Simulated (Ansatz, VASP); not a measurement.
**One calculation of GaP, two programs**

The input INCAR:

```
PREC = Accurate
ENCUT = 600
EDIFF = 1E-6
ISMEAR = 0
SIGMA = 0.02
LREAL = F
LASPH = T
NELM = 80
ALGO = Normal
ISIF = 3
LWAVE = F
LCHARG = F
GGA = PE
IBRION = 2
NSW = 100
EDIFFG = -0.01
```

The input KPOINTS:

```
regular mesh
0
Gamma
  12 12 12
```

File POSCAR:

```
GaP
1.0
    1.9430151800      1.1218003400      6.4308099700
   -1.9430151800      1.1218003400      6.4308099700
    0.0000000000     -2.2436006800      6.4308099700
Ga P
2 2
Direct
    0.4353719900      0.4353719900      0.4353719900
    0.5646280100      0.5646280100      0.5646280100
    0.0573890000      0.0573890000      0.0573890000
    0.9426110000      0.9426110000      0.9426110000
```

Input for Ansatz:

```yaml
crystal:
  lattice:
    - [1.94301518, 1.12180034, 6.43080997]
    - [-1.94301518, 1.12180034, 6.43080997]
    - [0.0, -2.24360068, 6.43080997]
  atoms:
    - { symbol: Ga, position: [0.43537199, 0.43537199, 0.43537199] }
    - { symbol: Ga, position: [0.56462801, 0.56462801, 0.56462801] }
    - { symbol: P, position: [0.057389, 0.057389, 0.057389] }
    - { symbol: P, position: [0.942611, 0.942611, 0.942611] }
basis:
  ecutwfc: 420
kpoints:
  mp_grid: { grid: [12, 12, 12] }
hamiltonian:
  xc: pbe
scf:
  occupations: { method: gaussian, width: 0.02 }
output:
  forces: true
  stress: true
  eigenvalues: true
  write_density: true
  write_potential: true
  elf: true
  volumetric_format: npy
relax:
  adjacent_minimum: "off"
  f_tol: 0.01
  max_steps: 80
  cell: { stress_tol: 0.05 }
```

Alike in both runs: task relaxation of cell and atoms; functional PBE; k mesh 12 × 12 × 12; occupations gaussian, width 0.02 eV; no spin polarisation.

|  | VASP | Ansatz |
| --- | --- | --- |
| version | VASP 6.6.1 | Ansatz 0.2.0 |
| potentials or method | VASP PAW PBE potentials, release 64 (Ga_d, P), cutoff 600 eV | scalar-relativistic, plane waves, PAW |
| valence electrons in the cell | 36 | 36 |

|  | VASP | Ansatz | Ansatz less VASP |
| --- | --- | --- | --- |
| gap on the k mesh at the Fermi level, each at its own relaxed structure (eV) | 0.81 | 0.80 | -0.008 |
| relaxed volume (Å³/atom) | 21.02 | 21.02 | +0.003 |
| relaxed length of the cell vector where the two differ most in proportion (Å) | 6.814 | 6.815 | +0.0005 |
